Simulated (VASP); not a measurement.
Wanted: the native input for a VASP 6.6.1 run.

```
Task                   : single point
Functional             : PBE
Potentials or basis    : VASP PAW PBE potentials, release 64 (Sb, Te, O)
Cutoff                 : 520 eV
k mesh                 : 6 × 6 × 6
Occupations            : gaussian, width 0.1 eV
Spin                   : no spin polarisation
Dipole correction      : no
Further INCAR settings : ALGO = Normal; EDIFF = 1e-07; NBANDS = 22
```

The structure of Sb2TeO2 lies in POSCAR:

```
Sb2TeO2
1.0
   -2.2097023900      2.2097023900      5.1424814400
    2.2097023900     -2.2097023900      5.1424814400
    2.2097023900      2.2097023900     -5.1424814400
Sb Te O
2 1 2
Direct
    0.7500000000      0.2500000000      0.5000000000
    0.2500000000      0.7500000000      0.5000000000
    0.0000000000      0.0000000000      0.0000000000
    0.6118986600      0.6118986600      0.0000000000
    0.3881013400      0.3881013400      0.0000000000
```

These files were run (other wordings do the same):

INCAR

```
PREC     = Accurate       # precision mode
ENCUT    = 520            # plane-wave cutoff, eV
EDIFF    = 1E-7           # SCF threshold, eV
ISMEAR   = 0              # smearing method
SIGMA    = 0.1            # smearing width, eV
LREAL    = F              # projectors in reciprocal space
LASPH    = T              # aspherical terms in the spheres
NELM     = 80             # most SCF steps
ALGO     = Normal         # electronic algorithm
ISIF     = 2              # what is computed and relaxed
LWAVE    = F              # write WAVECAR
LCHARG   = T              # write CHGCAR
GGA      = PE             # functional
LELF     = T              # ELF
LVHAR    = T            
NBANDS   = 22             # bands
```

KPOINTS

```
Automatic mesh
0
Gamma
  6 6 6
```

Potentials or basis: VASP PAW PBE potentials, release 64 (Sb, Te, O).

The run is started by

```console
$ cat potpaw_PBE.64/Sb/POTCAR potpaw_PBE.64/Te/POTCAR potpaw_PBE.64/O/POTCAR > POTCAR
$ mpirun -np 1 vasp_std > vasp.out
```

It gave:

```yaml
Pressure: -3.7 GPa
Largest_force: 2.895 eV/Å
Band_gap_on_the_k_mesh: zero (band 14 reaches 6.79 eV, above the bottom of band 15 at 6.56 eV)
```

Caveat: spin-orbit coupling is left out, which moves the levels of the heavy elements; forces of over 1 eV/Å act on the atoms, so gaps and moduli don't describe the material at rest.

Wall time 2.9 min on 1 thread of AMD EPYC 7R43 64-Core Processor (Zen 3), on a shared host, peak memory 0.3 GiB.
